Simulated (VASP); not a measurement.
# SiO2 (P4_32_12) in VASP: notebook

The runs below take SiO2 through relaxation of cell and atoms, with LDA.

Everything below comes from runs of VASP 6.6.1. Logs are shortened: lines on timing, memory, paths and dates and some standing lists are left out, and cuts for length are marked.

## (1) The cell of the first run

Symmetry: P4_32_12, No. 96, tetragonal system. The conventional cell has a = 4.518 Å, b = 4.518 Å, c = 6.091 Å, α = 90.00°, β = 90.00°, γ = 90.00°. Si (site symmetry 2) has 4 O at 1.56 to 1.57 Å within 2.1 Å. Within 2.1 Å of O (site symmetry 1) lie 2 Si at 1.56 to 1.57 Å.

## (2) Relaxation of cell and atoms, LDA, target pressure 10 GPa, at which the enthalpy is minimised

The input, INCAR:

```
  ALGO = Normal
  EDIFF = 1E-7
  EDIFFG = -0.008
  ENCUT = 600
  GGA = CA
  IBRION = 2
  ISIF = 3
  ISMEAR = 0
  LASPH = T
  LCHARG = F
  LREAL = F
  LWAVE = F
  NELM = 60
  NSW = 70
  PREC = Accurate
  PSTRESS = 100.0
  SIGMA = 0.02
```

The input, KPOINTS:

```
k-points
0
Gamma
  6 6 4
```

The input, POSCAR:

```
SiO2
1.0
    4.5181858282      0.0000000000      0.0000000000
    0.0000000000      4.5181858282      0.0000000000
    0.0000000000      0.0000000000      6.0911563872
Si O
4 8
Direct
    0.1647708356      0.1647708356      0.0000000000
    0.3352291644      0.6647708356      0.7500000000
    0.6647708356      0.3352291644      0.2500000000
    0.8352291644      0.8352291644      0.5000000000
    0.6724056576      0.7237924035      0.7119416631
    0.3275943424      0.2762075965      0.2119416631
    0.7237924035      0.6724056576      0.2880583369
    0.2237924035      0.8275943424      0.9619416631
    0.2762075965      0.3275943424      0.7880583369
    0.1724056576      0.7762075965      0.5380583369
    0.8275943424      0.2237924035      0.0380583369
    0.7762075965      0.1724056576      0.4619416631
```

Potentials or basis: VASP PAW LDA potentials, release 64 (Si, O).

Launch:

```sh
$ cat potpaw_LDA.64/Si/POTCAR potpaw_LDA.64/O/POTCAR > POTCAR
$ mpirun -np 1 vasp_std > vasp.out
```

OUTCAR:

```text
EDIFF = 1E-7
   EDIFFG = -0.008
   ENCUT = 600
   GGA = CA
   IBRION = 2
   ISIF = 3
   ISMEAR = 0
   LASPH = T
   LREAL = F
   NELM = 60
   NSW = 70
   PREC = Accurate
   PSTRESS = 100.0

 ion  position               nearest neighbor table
   1  0.165  0.165  0.000-   8 1.56  11 1.56   9 1.57   6 1.57   2 2.83   3 2.83   2 2.83   3 2.83

   2  0.335  0.665  0.750-   5 1.56   9 1.56   8 1.57  10 1.57   1 2.83   4 2.83   1 2.83   4 2.83

   3  0.665  0.335  0.250-   6 1.56   7 1.56  11 1.57  12 1.57   1 2.83   4 2.83   4 2.83   1 2.83

   4  0.835  0.835  0.500-  10 1.56  12 1.56   5 1.57   7 1.57   2 2.83   3 2.83   3 2.83   2 2.83

   5  0.672  0.724  0.712-   2 1.56   4 1.57
   6  0.328  0.276  0.212-   3 1.56   1 1.57
   7  0.724  0.672  0.288-   3 1.56   4 1.57
   8  0.224  0.828  0.962-   1 1.56   2 1.57
   9  0.276  0.328  0.788-   2 1.56   1 1.57
  10  0.172  0.776  0.538-   4 1.56   2 1.57
  11  0.828  0.224  0.038-   1 1.56   3 1.57
  12  0.776  0.172  0.462-   4 1.56   3 1.57

  LATTYP: Found a simple tetragonal cell.
 ALAT       =     4.5181858282
 C/A-ratio  =     1.3481420683

  Lattice vectors:

 A1 = (   4.5181858282,   0.0000000000,   0.0000000000)
 A2 = (   0.0000000000,   4.5181858282,   0.0000000000)
 A3 = (   0.0000000000,   0.0000000000,   6.0911563872)

Analysis of symmetry for initial positions (statically):
=====================================================================
 Subroutine PRICEL returns:
 Original cell was already a primitive cell.

 Routine SETGRP: Setting up the symmetry group for a
 simple tetragonal supercell.

 Subroutine GETGRP returns: Found  8 space group operations
 (whereof  2 operations were pure point group operations)
 out of a pool of 16 trial point group operations.

The static configuration has the point symmetry C_2 .
 The point group associated with its full space group is D_4 .

Analysis of symmetry for dynamics (positions and initial velocities):
=====================================================================
 Subroutine PRICEL returns:
 Original cell was already a primitive cell.

 Routine SETGRP: Setting up the symmetry group for a
 simple tetragonal supercell.

 Subroutine GETGRP returns: Found  8 space group operations
 (whereof  2 operations were pure point group operations)
[... 136 lines left out ...]
   EMIN   =  10.00;   EMAX   =-10.00  energy-range for DOS
   EFERMI =   0.00;   METHOD = LEGACY
   ISMEAR =     0;   SIGMA  =   0.02  broadening in eV -4-tet -1-fermi 0-gaus
   EFERMI_NEDOS =   21; number of points for ismear=-14 and -15
   IALGO  =     38    algorithm
   IMIX   =      4    mixing-type and parameters
     AMIX     =   0.40;   BMIX     =  1.00
     AMIX_MAG =   1.60;   BMIX_MAG =  1.00
  volume/ion in A,a.u.               =      10.36        69.93
  Fermi-wavevector in a.u.,A,eV,Ry     =   1.311975  2.479273 23.419409  1.721278
  Thomas-Fermi vector in A             =   2.442399
   LORBIT       =      0    0 simple, 1 ext, 2 COOP (PROOUT), +10 PAW based schemes
   GGA     = CA    functional components
   LHFCALC =     F    Hartree Fock is set to
   AEXX    =    0.0000 exact exchange contribution
   IVDW    =     0    specifies the selected vdW correction
   LEPSILON=     F    determine dielectric tensor
   LRPA    =     F    only Hartree local field effects (RPA)
 conjugate gradient relaxation of ions
 non-spin polarized calculation
 Gauss-broadening in eV      SIGMA  =   0.02
  energy-cutoff  :      600.00
  volume of cell :      124.34
 maximum number of plane-waves:      4171
   NGX = 19   NGY = 19   NGZ = 25

--------------------------------------- Ionic step        1  -------------------------------------------

 number of electron      63.9999989 magnetization

 Free energy of the ion-electron system (eV)
  ---------------------------------------------------
  ext. energy  EPLUGINS =         0.00000000
  ---------------------------------------------------
  free energy    TOTEN  =      -102.29113085 eV

  energy without entropy =     -102.29113085  energy(sigma->0) =     -102.29113085

------------------------ aborting loop because EDIFF is reached ----------------------------------------

  FORCE on cell =-STRESS in cart. coord.  units (eV):
  Direction    XX          YY          ZZ          XY          YZ          ZX
  --------------------------------------------------------------------------------------
  -------------------------------------------------------------------------------------
  Total       21.1331412     21.1331412     20.8816101      0.0000000     -0.0000000      0.0000000
  in kB      272.2994154    272.2994154    269.0584503      0.0000000     -0.0000000      0.0000000
  external PRESSURE =     171.2190937 kB  Pullay stress =     100.0000000 kB
[... 127 lines left out ...]
  energy  without entropy=     -103.1574589830  energy(sigma->0) =     -103.15745898

  enthalpy is  TOTEN    =       -94.9864767690 eV   P V=        8.1709822139

[... ionic steps 4 to 35 ...]

--------------------------------------- Ionic step       36  -------------------------------------------

 number of electron      64.0000008 magnetization

------------------------ aborting loop because EDIFF is reached ----------------------------------------
[... 91 lines left out ...]
--------------------------------------- Ionic step       38  -------------------------------------------

 number of electron      64.0000008 magnetization

 Free energy of the ion-electron system (eV)
  ---------------------------------------------------
  ext. energy  EPLUGINS =         0.00000000
  ---------------------------------------------------
  free energy    TOTEN  =      -102.79148679 eV

  energy without entropy =     -102.79148679  energy(sigma->0) =     -102.79148679

 E-fermi :   3.1805     XC(G=0): -10.9945

 val. band max:        3.0296255292   @ k =   0.0000   0.0000   0.0000
 cond. band min:       8.9675229880   @ k =   0.0000   0.0000   0.0000
 fundamental gap:      5.9378974588
 Fermi energy:         3.1805248003

 k-point     1 :       0.0000    0.0000    0.0000
  band No.  band energies     occupation
      1     -16.9738      2.00000
      2     -15.6460      2.00000
      3     -15.6460      2.00000
      4     -14.3653      2.00000
      5     -14.3149      2.00000
      6     -14.3149      2.00000
[... 997 lines left out ...]
     38      12.8749      0.00000
     39      13.4927      0.00000

 [... further k-points ...]

------------------------ aborting loop because EDIFF is reached ----------------------------------------

  FORCE on cell =-STRESS in cart. coord.  units (eV):
  Direction    XX          YY          ZZ          XY          YZ          ZX
  --------------------------------------------------------------------------------------
  -------------------------------------------------------------------------------------
  Total        7.6690685      7.6690685      7.6905875      0.0000000      0.0000000      0.0000000
  in kB       99.7763748     99.7763748    100.0563427      0.0000000      0.0000000      0.0000000
  external PRESSURE =      -0.1303026 kB  Pullay stress =     100.0000000 kB
[... 31 lines left out ...]
  energy  without entropy=     -102.7914867876  energy(sigma->0) =     -102.79148679

  enthalpy is  TOTEN    =       -95.1052299072 eV   P V=        7.6862568804

 reached required accuracy - stopping structural energy minimisation
```

It took 29 min on 1 thread of Intel Xeon Platinum 8488C (Sapphire Rapids), shared host; peak memory 0.31 GiB.

What came out:

| Property | Result |
| --- | --- |
| Free energy | -102.7915 eV |
| Relaxed volume | 10.26 Å³/atom |
| Relaxed cell | a = 4.525 Å, b = 4.525 Å, c = 6.015 Å, α = 90.00°, β = 90.00°, γ = 90.00° |
| Space group after relaxing (to 0.1 Å) | P4_32_12 (No. 96) |
| Energy change on relaxing (the run minimises the enthalpy) | -41.7 meV/atom |
| Ionic steps | 38 |
| Pressure after relaxing | 10.0 GPa |
| Largest force after relaxing | 0.006 eV/Å |
| Band gap on the k mesh | 5.94 eV |

Forces in eV/Å, atoms in the order of the input:
```
Si   0.002  0.002  0.000
Si  -0.002  0.002  0.000
Si   0.002 -0.002  0.000
Si  -0.002 -0.002  0.000
O    0.000 -0.001  0.006
O    0.000  0.001  0.006
O   -0.001  0.000 -0.006
O   -0.001  0.000  0.006
O    0.001  0.000 -0.006
O    0.000  0.001 -0.006
O    0.000 -0.001 -0.006
O    0.001  0.000  0.006
```

Step by step:
| step | energy change (eV) | largest force (eV/Å) | pressure (GPa) | volume (Å³) |
| --- | --- | --- | --- | --- |
| 1 | 0.0000 | 1.4438 | 27.12 | 124.34 |
| 2 | 0.0006 | 1.9386 | -17.12 | 145.36 |
| 3 | -0.8663 | 0.1627 | 8.47 | 130.91 |
| 4 | -0.8494 | 0.2002 | 9.15 | 130.63 |
| 5 | -0.8413 | 0.2188 | 9.47 | 130.50 |
| 6 | -0.8168 | 0.3329 | 9.50 | 129.83 |
| 7 | -0.7705 | 0.6329 | 9.60 | 128.95 |
| 8 | -0.7668 | 0.6200 | 9.59 | 128.84 |
| 9 | -0.7554 | 0.5818 | 9.56 | 128.49 |
| 10 | -0.7308 | 0.5060 | 9.50 | 127.80 |
| 11 | -0.6743 | 0.3572 | 9.39 | 126.43 |
| 12 | -0.5299 | 0.1055 | 9.21 | 123.70 |
| 13 | -0.5207 | 0.0992 | 9.19 | 123.55 |
| 14 | -0.5182 | 0.0294 | 9.65 | 123.48 |
| 15 | -0.5161 | 0.0633 | 9.89 | 123.45 |
| 16 | -0.5140 | 0.0400 | 9.99 | 123.41 |
| 17 | -0.5069 | 0.0441 | 10.30 | 123.29 |
| 18 | -0.5086 | 0.0314 | 10.22 | 123.31 |
| 19 | -0.5125 | 0.0295 | 10.01 | 123.36 |
| 20 | -0.5130 | 0.0237 | 9.98 | 123.37 |
| 21 | -0.5144 | 0.0492 | 9.89 | 123.39 |
| 22 | -0.5168 | 0.1000 | 9.73 | 123.43 |
| 23 | -0.5152 | 0.0647 | 9.84 | 123.40 |
| 24 | -0.5151 | 0.0631 | 9.84 | 123.40 |
| 25 | -0.5148 | 0.0579 | 9.84 | 123.39 |
| 26 | -0.5142 | 0.0477 | 9.84 | 123.38 |
| 27 | -0.5129 | 0.0271 | 9.84 | 123.36 |
| 28 | -0.5098 | 0.0310 | 9.84 | 123.30 |
| 29 | -0.5111 | 0.0224 | 9.84 | 123.33 |
| 30 | -0.5084 | 0.0178 | 9.94 | 123.28 |
| 31 | -0.5023 | 0.0246 | 10.15 | 123.18 |
| 32 | -0.5049 | 0.0191 | 10.06 | 123.22 |
| 33 | -0.5043 | 0.0175 | 10.06 | 123.21 |
| 34 | -0.5023 | 0.0166 | 10.05 | 123.18 |
| 35 | -0.4982 | 0.0417 | 10.04 | 123.12 |
| 36 | -0.5005 | 0.0239 | 10.05 | 123.15 |
| 37 | -0.5004 | 0.0116 | 10.01 | 123.15 |
| 38 | -0.5004 | 0.0058 | 9.99 | 123.15 |

Final structure:
```
CELL_PARAMETERS angstrom
4.52494 0.00000 0.00000
0.00000 4.52494 0.00000
0.00000 0.00000 6.01451
ATOMIC_POSITIONS crystal
Si 0.15351 0.15351 0.00000
Si 0.34649 0.65351 0.75000
Si 0.65351 0.34649 0.25000
Si 0.84649 0.84649 0.50000
O 0.69255 0.71998 0.72203
O 0.30745 0.28002 0.22203
O 0.71998 0.69255 0.27797
O 0.21998 0.80745 0.97203
O 0.28002 0.30745 0.77797
O 0.19255 0.78002 0.52797
O 0.80745 0.21998 0.02797
O 0.78002 0.19255 0.47203
```

Caveat: the cell is relaxed towards a set pressure, so the run minimises the enthalpy, not the energy.

## (3) Relaxation of cell and atoms, LDA, target pressure 2 GPa, at which the enthalpy is minimised

This run uses another cell than the first one, of 13.76 Å³/atom.

The input, INCAR:

```
PREC = Accurate ; ENCUT = 600
EDIFF = 1E-6 ; ISMEAR = 0
SIGMA = 0.02 ; LREAL = False
LASPH = True ; NELM = 100
ALGO = Normal ; ISIF = 3
LWAVE = False ; LCHARG = False
GGA = CA ; IBRION = 2
NSW = 70 ; EDIFFG = -0.008
PSTRESS = 20.0
```

The input, KPOINTS:

```
Automatic mesh
0
Gamma
  6 6 4
```

The input, POSCAR:

```
SiO2
1.0
    4.9163782013      0.0000000000      0.0000000000
    0.0000000000      4.9163782013      0.0000000000
    0.0000000000      0.0000000000      6.8338653355
Si O
4 8
Direct
    0.1961473897      0.1961473897      0.0000000000
    0.3038526103      0.6961473897      0.7500000000
    0.6961473897      0.3038526103      0.2500000000
    0.8038526103      0.8038526103      0.5000000000
    0.6122954414      0.7375222820      0.6828353919
    0.3877045586      0.2624777180      0.1828353919
    0.7375222820      0.6122954414      0.3171646081
    0.2375222820      0.8877045586      0.9328353919
    0.2624777180      0.3877045586      0.8171646081
    0.1122954414      0.7624777180      0.5671646081
    0.8877045586      0.2375222820      0.0671646081
    0.7624777180      0.1122954414      0.4328353919
```

Potentials or basis: VASP PAW LDA potentials, release 64 (Si, O).

Launch:

```sh
$ cat potpaw_LDA.64/Si/POTCAR potpaw_LDA.64/O/POTCAR > POTCAR
$ mpirun -np 1 vasp_std > vasp.out
```

Run time: 1.6 h. Hardware: 1 thread of Intel Xeon 8259CL, shared host; peak memory 0.34 GiB.

Results (log left out):

```yaml
Free_energy: -103.6761 eV
Relaxed_volume: 12.24 Å³/atom
Relaxed_cell: a = 4.759 Å, b = 4.759 Å, c = 6.488 Å, α = 90.00°, β = 90.00°, γ = 90.00°
Space_group_after_relaxing_to_0.1_Å: P4_32_12 (No. 96)
Energy_change_on_relaxing_the_run_minimises_the_enthalpy: +4.5 meV/atom
Ionic_steps: 40
Pressure_after_relaxing: 1.9 GPa
Largest_force_after_relaxing: 0.007 eV/Å
Band_gap_on_the_k_mesh: 5.76 eV
```

Forces in eV/Å, atoms in the order of the input:
```
Si   0.005  0.005  0.000
Si  -0.005  0.005  0.000
Si   0.005 -0.005  0.000
Si  -0.005 -0.005  0.000
O    0.003  0.002 -0.001
O   -0.003 -0.002 -0.001
O    0.002  0.003  0.001
O    0.002 -0.003 -0.001
O   -0.002 -0.003  0.001
O    0.003 -0.002  0.001
O   -0.003  0.002  0.001
O   -0.002  0.003 -0.001
```

Step by step:
| step | energy change (eV) | largest force (eV/Å) | pressure (GPa) | volume (Å³) |
| --- | --- | --- | --- | --- |
| 1 | 0.0000 | 0.2502 | 3.89 | 165.18 |
| 2 | -0.0355 | 0.1339 | -1.40 | 169.09 |
| 3 | -0.0349 | 0.0988 | 1.60 | 166.81 |
| 4 | -0.0350 | 0.0927 | 1.59 | 166.39 |
| 5 | -0.0322 | 0.2729 | 1.60 | 165.15 |
| 6 | -0.0135 | 0.6337 | 1.57 | 162.68 |
| 7 | -0.0136 | 0.6319 | 1.56 | 162.64 |
| 8 | -0.0138 | 0.6267 | 1.56 | 162.51 |
| 9 | -0.0140 | 0.6164 | 1.55 | 162.26 |
| 10 | -0.0144 | 0.5957 | 1.54 | 161.76 |
| 11 | -0.0142 | 0.5557 | 1.51 | 160.76 |
| 12 | -0.0106 | 0.4788 | 1.41 | 158.76 |
| 13 | 0.0116 | 0.3399 | 1.09 | 154.83 |
| 14 | 0.1257 | 0.4893 | -0.01 | 147.15 |
| 15 | 0.0317 | 0.2885 | 0.98 | 152.71 |
| 16 | 0.0387 | 0.2699 | 0.88 | 152.12 |
| 17 | 0.0405 | 0.2293 | 1.36 | 151.44 |
| 18 | 0.0549 | 0.1970 | 2.83 | 149.41 |
| 19 | 0.0623 | 0.2147 | 3.31 | 148.76 |
| 20 | 0.0580 | 0.1304 | 3.16 | 148.35 |
| 21 | 0.0652 | 0.3081 | 2.68 | 147.20 |
| 22 | 0.0610 | 0.2676 | 2.79 | 147.47 |
| 23 | 0.0549 | 0.0536 | 2.00 | 147.38 |
| 24 | 0.0549 | 0.0411 | 1.79 | 147.36 |
| 25 | 0.0554 | 0.0439 | 1.91 | 147.26 |
| 26 | 0.0578 | 0.0818 | 2.26 | 146.96 |
| 27 | 0.0594 | 0.1046 | 2.41 | 146.82 |
| 28 | 0.0592 | 0.0929 | 2.40 | 146.80 |
| 29 | 0.0588 | 0.0590 | 2.39 | 146.76 |
| 30 | 0.0592 | 0.0682 | 2.38 | 146.67 |
| 31 | 0.0578 | 0.0551 | 2.22 | 146.75 |
| 32 | 0.0558 | 0.0329 | 1.94 | 146.88 |
| 33 | 0.0557 | 0.0294 | 1.96 | 146.88 |
| 34 | 0.0556 | 0.0312 | 1.99 | 146.87 |
| 35 | 0.0555 | 0.0405 | 2.07 | 146.85 |
| 36 | 0.0552 | 0.0182 | 2.05 | 146.87 |
| 37 | 0.0550 | 0.0104 | 2.03 | 146.88 |
| 38 | 0.0547 | 0.0083 | 2.00 | 146.90 |
| 39 | 0.0542 | 0.0042 | 1.92 | 146.94 |
| 40 | 0.0544 | 0.0067 | 1.95 | 146.92 |

Final structure:
```
Si O
1.0
     4.75873    0.00000    0.00000
     0.00000    4.75873    0.00000
     0.00000    0.00000    6.48762
Si O
4 8
Direct
  0.17497 0.17497 0.00000
  0.32503 0.67497 0.75000
  0.67497 0.32503 0.25000
  0.82503 0.82503 0.50000
  0.65245 0.72844 0.70196
  0.34755 0.27156 0.20197
  0.72844 0.65245 0.29803
  0.22844 0.84755 0.95197
  0.27156 0.34755 0.79803
  0.15245 0.77156 0.54803
  0.84755 0.22844 0.04803
  0.77156 0.15245 0.45197
```

Levels at points of the mesh, in eV from the valence-band top:
| k point | band 28 | band 29 | band 30 | band 31 | band 32 | band 33 | band 34 | band 35 | band 36 | band 37 |
| --- | --- | --- | --- | --- | --- | --- | --- | --- | --- | --- |
| (0.00, 0.00, 0.00) | -1.30 | -0.83 | -0.53 | -0.53 | 0.00 | 5.76 | 8.64 | 8.64 | 9.20 | 9.77 |
| (0.50, 0.00, 0.00) | -0.98 | -0.79 | -0.79 | -0.52 | -0.52 | 7.96 | 7.96 | 9.03 | 9.03 | 9.72 |
| (0.50, 0.50, 0.00) | -1.20 | -0.62 | -0.62 | -0.50 | -0.50 | 8.53 | 8.53 | 8.70 | 8.70 | 9.68 |
| (0.00, 0.00, 0.50) | -1.22 | -0.76 | -0.76 | -0.39 | -0.39 | 7.22 | 7.22 | 8.93 | 8.93 | 10.16 |
| (0.50, 0.00, 0.50) | -1.13 | -0.91 | -0.91 | -0.25 | -0.25 | 8.36 | 8.36 | 9.29 | 9.29 | 9.60 |
| (0.50, 0.50, 0.50) | -1.34 | -0.48 | -0.48 | -0.48 | -0.48 | 9.05 | 9.05 | 9.05 | 9.05 | 9.74 |

Caveat: the cell is relaxed towards a set pressure, so the run minimises the enthalpy, not the energy. A k mesh can miss the band edges.
